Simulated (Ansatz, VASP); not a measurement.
# Ga2Se in VASP and in Ansatz

```
CELL_PARAMETERS angstrom
1.91295 1.10444 5.35830
-1.91295 1.10444 5.35830
0.00000 -2.20889 5.35830
ATOMIC_POSITIONS crystal
Ga 0.77145 0.77145 0.77145
Ga 0.22855 0.22855 0.22855
Se 0.00000 0.00000 0.00000
```

Alike in both runs: functional PBE; k mesh 6 × 6 × 6; occupations gaussian, width 0.1 eV; no spin polarisation.

Ansatz relaxed the structure, and its values are those at the end. VASP's run is a single point on that final structure, the one shown.

|  | VASP | Ansatz |
| --- | --- | --- |
| version | VASP 6.6.1 | Ansatz 0.2.0 |
| potentials or method | VASP PAW PBE potentials, release 64 (Ga_d, Se), cutoff 520 eV | scalar-relativistic, plane waves, PAW |
| valence electrons in the cell | 32 | 42 |

Ansatz gave:

| Quantity | Value |
| --- | --- |
| gap on the k mesh at the Fermi level (eV) | none |
| pressure (GPa) | 0.1 |
| rms of the force components (eV/Å) | 0.006 |

Question: Estimate VASP's values.

Answer: gap on the k mesh at the Fermi level (eV): none; pressure (GPa): 0.2; rms of the force components (eV/Å): 0.010.

A gap of «none» marks a metal or a gap that the smearing closes. The functional is the same, so the differences come from potentials, cutoffs and numerics. VASP's potentials hold 32 valence electrons a cell and Ansatz's 42, so a difference there can come from the potentials and not from the codes.
